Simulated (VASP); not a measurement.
# AlSi36H17Cl3 in VASP: notebook

AlSi36H17Cl3 is run at these levels: PBE; tasks: single point.

Everything below comes from runs of VASP 6.6.1. Logs are shortened: lines on timing, memory, paths and dates and some standing lists are left out, and cuts for length are marked.

**1. The cell of the first run**

The cell holds a slab with vacuum, 57 atoms: a = 11.519 Å, b = 11.519 Å, c = 19.869 Å, α = 90.00°, β = 90.00°, γ = 60.00°.

**2. Single point, PBE, collinear spin, zero start**

Input file INCAR:

```
SYSTEM = AlSi36H17Cl3
PREC = Accurate ; ENCUT = 520
EDIFF = 1E-7 ; ISMEAR = 0
SIGMA = 0.02 ; LREAL = Auto
LASPH = .TRUE. ; NELM = 150
ALGO = Normal ; ISIF = 2
LWAVE = .FALSE. ; LCHARG = .FALSE.
ISPIN = 2 ; MAGMOM = 0 0 0 0 0 0 0 0 0 0 0 0 0 0 0 0 0 0 0 0 0 0 0 0 0 0 0 0 0 0 0 0 0 0 0 0 0 0 0 0 0 0 0 0 0 0 0 0 0 0 0 0 0 0 0 0 0
LORBIT = 11 ; GGA = PE
NBANDS = 130
```

Input file KPOINTS:

```
Automatic mesh
0
G
  1 1 1
  0 0 0
```

Input file POSCAR:

```
AlSi36H17Cl3
1.0
   11.5187690000      0.0000000000      0.0000000000
    5.7593850000      9.9755470000      0.0000000000
    0.0000000000      0.0000000000     19.8687650000
H Si Al Cl
17 36 1 3
Direct
    0.1111111263      0.1111111000      0.0503302545
    0.4444444018      0.1111111000      0.0503302545
    0.7777778509      0.1111111000      0.0503302545
    0.1111111430      0.4444443999      0.0503302545
    0.4444444185      0.4444443999      0.0503302545
    0.7777777808      0.4444443999      0.0503302545
    0.1111111096      0.7777778001      0.0503302545
    0.4444443851      0.7777778001      0.0503302545
    0.7777777473      0.7777778001      0.0503302545
    0.3395905769      0.0010861560      0.3964478920
    0.6630335428      0.0007338946      0.3970751076
    0.0008679161      0.3354591984      0.3970648905
    0.3332509984      0.3333513440      0.3967171588
    0.6592103009      0.3394374263      0.3965452307
    0.0008240266      0.6586698454      0.3965061744
    0.3351374349      0.6635972945      0.3971838209
    0.6665369707      0.6667002822      0.3960168637
    0.1111111263      0.1111111000      0.1258256364
    0.4444444018      0.1111111000      0.1258256364
    0.7777778509      0.1111111000      0.1258256364
    0.1111111430      0.4444443999      0.1258256364
    0.4444444185      0.4444443999      0.1258256364
    0.7777777808      0.4444443999      0.1258256364
    0.1111111096      0.7777778001      0.1258256364
    0.4444443851      0.7777778001      0.1258256364
    0.7777777473      0.7777778001      0.1258256364
   -0.1115926433      0.2212977394      0.1661733379
    0.2215401606      0.2219369023      0.1645933705
    0.5549485995      0.2216792723      0.1646244746
   -0.1120381432      0.5549638531      0.1639896591
    0.2217162119      0.5551325657      0.1646317222
    0.5547706368      0.5555511893      0.1641112067
   -0.1114814879      0.8885715239      0.1662407804
    0.2211572681      0.8886369840      0.1661743445
    0.5553958189      0.8881397682      0.1639936352
   -0.1076899111      0.2175572928      0.2848165953
    0.2232373074      0.2227753526      0.2825244045
    0.5571527509      0.2228986541      0.2825532941
   -0.1100832813      0.5552825324      0.2814887085
    0.2226316824      0.5570148685      0.2825676885
    0.5556606421      0.5571585197      0.2816440277
   -0.1068806754      0.8914496619      0.2849403071
    0.2180417457      0.8932267073      0.2848065292
    0.5573115359      0.8897530130      0.2814881549
   -0.0001997985     -0.0004037874      0.3342354193
    0.3347073071     -0.0004330590      0.3213026577
    0.6678915594     -0.0005807200      0.3216477723
   -0.0003303315      0.3325870752      0.3216272375
    0.3334947108      0.3336225071      0.3212318430
    0.6662877554      0.3346033055      0.3214141896
   -0.0008945537      0.6659817251      0.3213809716
    0.3324928425      0.6681610542      0.3217576935
    0.6666990944      0.6668979656      0.3205180090
    1.0000931494     -0.0007321904      0.4612878053
    0.9978920934     -0.1779185643      0.4925809933
    1.1795898074     -0.0030339188      0.4924770614
    0.8229613510      0.1787179189      0.4925784768
```

Potentials or basis: VASP PAW PBE potentials, release 64 (H, Si, Al, Cl).

Command:

```
$ cat potpaw_PBE.64/H/POTCAR potpaw_PBE.64/Si/POTCAR potpaw_PBE.64/Al/POTCAR potpaw_PBE.64/Cl/POTCAR > POTCAR
$ mpirun -np 1 vasp_gam > vasp.out
```

OUTCAR:

```text
SYSTEM = AlSi36H17Cl3
   PREC = Accurate
   ENCUT = 520
   EDIFF = 1E-7
   ISMEAR = 0
   LREAL = Auto
   LASPH = .TRUE.
   NELM = 150
   ISIF = 2
   ISPIN = 2
   LORBIT = 11
   GGA = PE

 ion  position               nearest neighbor table
   1  0.111  0.111  0.050-  18 1.50
   2  0.444  0.111  0.050-  19 1.50
   3  0.778  0.111  0.050-  20 1.50
   4  0.111  0.444  0.050-  21 1.50
   5  0.444  0.444  0.050-  22 1.50
   6  0.778  0.444  0.050-  23 1.50
[... 9 lines left out ...]
  16  0.335  0.664  0.397-  52 1.50
  17  0.667  0.667  0.396-  53 1.50
[... 35 lines left out ...]
  53  0.667  0.667  0.321-  17 1.50  41 2.33  44 2.35  39 2.36
  54  0.000  0.999  0.461-  55 2.15  57 2.15  56 2.15  45 2.52
  55  0.998  0.822  0.493-  54 2.15
  56  0.180  0.997  0.492-  54 2.15
  57  0.823  0.179  0.493-  54 2.15

  LATTYP: Found a hexagonal cell.
 ALAT       =    11.5187696186
 C/A-ratio  =     1.7249034105

  Lattice vectors:

 A1 = (  -5.7593850000,  -9.9755470000,   0.0000000000)
 A2 = (  11.5187690000,   0.0000000000,   0.0000000000)
 A3 = (   0.0000000000,   0.0000000000,  19.8687650000)

Analysis of symmetry for initial positions (statically):
=====================================================================
 Subroutine PRICEL returns:
 Original cell was already a primitive cell.

 Routine SETGRP: Setting up the symmetry group for a
 hexagonal supercell.

 Subroutine GETGRP returns: Found  1 space group operations
 (whereof  1 operations were pure point group operations)
 out of a pool of 24 trial point group operations.

The static configuration has the point symmetry C_1 .

Analysis of symmetry for dynamics (positions and initial velocities):
=====================================================================
 Subroutine PRICEL returns:
 Original cell was already a primitive cell.

 Routine SETGRP: Setting up the symmetry group for a
 hexagonal supercell.

 Subroutine GETGRP returns: Found  1 space group operations
 (whereof  1 operations were pure point group operations)
 out of a pool of 24 trial point group operations.

The dynamic configuration has the point symmetry C_1 .

Analysis of structural, dynamic, and magnetic symmetry:
=====================================================================
 Subroutine PRICEL returns:
 Original cell was already a primitive cell.

 Routine SETGRP: Setting up the symmetry group for a
 hexagonal supercell.

 Subroutine GETGRP returns: Found  1 space group operations
 (whereof  1 operations were pure point group operations)
 out of a pool of 24 trial point group operations.

The overall configuration has the point symmetry C_1 .
[... 231 lines left out ...]
  ---------------------------------------------------
  free energy    TOTEN  =      -259.91637350 eV

  energy without entropy =     -259.91636073  energy(sigma->0) =     -259.91636712

 E-fermi :  -1.4992     XC(G=0):  -4.3352

 val. band max:       -1.5513500728   @ k =   0.0000   0.0000   0.0000
 cond. band min:      -1.4471477834   @ k =   0.0000   0.0000   0.0000
 fundamental gap:      0.1042022895
 Fermi energy:        -1.4992430118

 spin component 1

 k-point     1 :       0.0000    0.0000    0.0000
  band No.  band energies     occupation
      1     -15.8314      1.00000
      2     -15.4477      1.00000
      3     -15.4467      1.00000
      4     -12.8591      1.00000
      5     -11.7607      1.00000
      6     -11.6840      1.00000
[... 96 lines left out ...]
    103       0.8440      0.00000
    104       0.8666      0.00000
 Fermi energy:        -1.4992430118

 spin component 2

 k-point     1 :       0.0000    0.0000    0.0000
  band No.  band energies     occupation
      1     -15.8315      1.00000
      2     -15.4478      1.00000
      3     -15.4468      1.00000
      4     -12.8312      1.00000
      5     -11.7251      1.00000
      6     -11.6573      1.00000
[... 96 lines left out ...]
    103       0.8615      0.00000
    104       0.8861      0.00000
 [bands above 104 left out]

------------------------ aborting loop because EDIFF is reached ----------------------------------------

  FORCE on cell =-STRESS in cart. coord.  units (eV):
  Direction    XX          YY          ZZ          XY          YZ          ZX
  --------------------------------------------------------------------------------------
  -------------------------------------------------------------------------------------
  Total       18.1451305     14.4979200      0.2308512      3.8873723      0.0234149      0.0054155
  in kB       12.7337704     10.1742551      0.1620052      2.7280546      0.0164320      0.0038004
  external PRESSURE =       7.6900102 kB  Pullay stress =       0.0000000 kB

 VOLUME and BASIS-vectors are now :
 -----------------------------------------------------------------------------
  energy-cutoff  :      520.00
  volume of cell :     2283.04
      direct lattice vectors                 reciprocal lattice vectors
    11.518769000  0.000000000  0.000000000     0.086814832 -0.050122569  0.000000000
     5.759385000  9.975547000  0.000000000     0.000000000  0.100245129  0.000000000
     0.000000000  0.000000000 19.868765000     0.000000000  0.000000000  0.050330255

 POSITION                                       TOTAL-FORCE (eV/Angst)
 -----------------------------------------------------------------------------------
      1.91979      1.10839      1.00000        -0.001872      0.000106     -0.025460
      5.75938      1.10839      1.00000         0.004257      0.010591     -0.034340
      9.59898      1.10839      1.00000         0.010474     -0.001722     -0.024848
      3.83959      4.43358      1.00000         0.014361      0.003052     -0.034408
      7.67918      4.43358      1.00000         0.000561     -0.002420     -0.033464
     11.51877      4.43358      1.00000        -0.011505     -0.025030     -0.040198
[... 49 lines left out ...]
      7.81056      9.94528      9.78491        -0.023057      0.005624      0.052996
     10.50881      1.78281      9.78693         0.003765     -0.022903      0.053044
 -----------------------------------------------------------------------------------
    total drift:                               -0.005458     -0.004094     -0.025871

  FREE ENERGIE OF THE ION-ELECTRON SYSTEM (eV)
  ---------------------------------------------------
  free  energy   TOTEN  =      -259.9163735013 eV

  energy  without entropy=     -259.9163607332  energy(sigma->0) =     -259.91636712

 total charge

# of ion       s       p       d       tot
------------------------------------------
    1        0.558   0.014   0.000   0.571
    2        0.558   0.014   0.000   0.571
    3        0.558   0.014   0.000   0.571
    4        0.558   0.014   0.000   0.571
    5        0.558   0.014   0.000   0.571
    6        0.558   0.014   0.000   0.571
[... 49 lines left out ...]
   56        1.599   3.557   0.000   5.156
   57        1.599   3.557   0.000   5.156
--------------------------------------------------
tot         40.921  46.459   0.000  87.380

 magnetization (x)

# of ion       s       p       d       tot
------------------------------------------
    1       -0.000   0.000   0.000  -0.000
    2       -0.000   0.000   0.000  -0.000
    3       -0.000   0.000   0.000  -0.000
    4       -0.000   0.000   0.000  -0.000
    5       -0.000   0.000   0.000  -0.000
    6       -0.000   0.000   0.000  -0.000
[... 49 lines left out ...]
   56       -0.000  -0.000   0.000  -0.000
   57       -0.000   0.000   0.000   0.000
--------------------------------------------------
tot          0.003   0.456   0.000   0.459
```

It took 35 min on 1 thread of Intel Xeon Platinum 8259CL at 2.50GHz (Skylake/Cascade Lake), shared host; peak memory 3.1 GiB.

What came out:

```
Free energy                                           : -259.9164 eV
Largest force                                         : 0.155 eV/Å
Net moment                                            : 1.00 μB per cell
Site moments                                          : H -0.00; Si +0.01, +0.02 (each value once); Al -0.00; Cl -0.00, +0.00 (each value once) μB
Valence electrons inside the program's atomic spheres : H 0.57; Si 1.71, 1.72, 1.70, 1.69 (each value once); Al 0.74; Cl 5.16
```

Forces on the atoms (eV/Å):
```
H   -0.002  0.000 -0.025
H    0.004  0.011 -0.034
H    0.010 -0.002 -0.025
H    0.014  0.003 -0.034
H    0.001 -0.002 -0.033
H   -0.012 -0.025 -0.040
H    0.008  0.010 -0.025
H   -0.014  0.022 -0.040
H    0.036  0.008 -0.042
H    0.018  0.000 -0.026
H    0.004  0.000 -0.010
H    0.000 -0.002 -0.010
H    0.001  0.001 -0.002
H   -0.005  0.015 -0.026
H   -0.009 -0.013 -0.028
H    0.001  0.003 -0.009
H    0.001  0.001 -0.005
Si  -0.074 -0.040  0.108
Si  -0.021 -0.005 -0.010
Si   0.053 -0.056  0.106
Si  -0.009 -0.005 -0.009
Si  -0.018 -0.017 -0.004
Si  -0.040 -0.118  0.024
Si  -0.014  0.073  0.105
Si  -0.091  0.073  0.024
Si   0.104  0.028  0.031
Si   0.008  0.020 -0.006
Si   0.003 -0.007 -0.002
Si   0.022  0.007 -0.002
Si   0.022  0.018 -0.004
Si  -0.001  0.014 -0.002
Si   0.013 -0.008 -0.004
Si  -0.006 -0.003 -0.008
Si   0.022  0.001 -0.006
Si  -0.003  0.010 -0.004
Si  -0.005 -0.010 -0.001
Si  -0.004  0.001 -0.008
Si  -0.013 -0.010 -0.009
Si  -0.007 -0.011  0.006
Si   0.002 -0.008 -0.007
Si  -0.009 -0.003  0.003
Si   0.008  0.002  0.001
Si  -0.008 -0.003 -0.005
Si  -0.002  0.000  0.005
Si   0.003  0.006 -0.155
Si  -0.001  0.003 -0.007
Si  -0.001  0.007  0.009
Si   0.004  0.004  0.010
Si   0.001  0.002  0.013
Si  -0.002  0.002 -0.007
Si   0.004  0.000 -0.010
Si  -0.003 -0.002  0.010
Si   0.001 -0.002  0.004
Al   0.002  0.004  0.069
Cl   0.019  0.017  0.053
Cl  -0.023  0.006  0.053
Cl   0.004 -0.023  0.053
```

Caveat: the k points lie up to 0.63 Å⁻¹ apart; there is no dipole correction, which matters where the two faces differ.

[end of part 1 of 2]
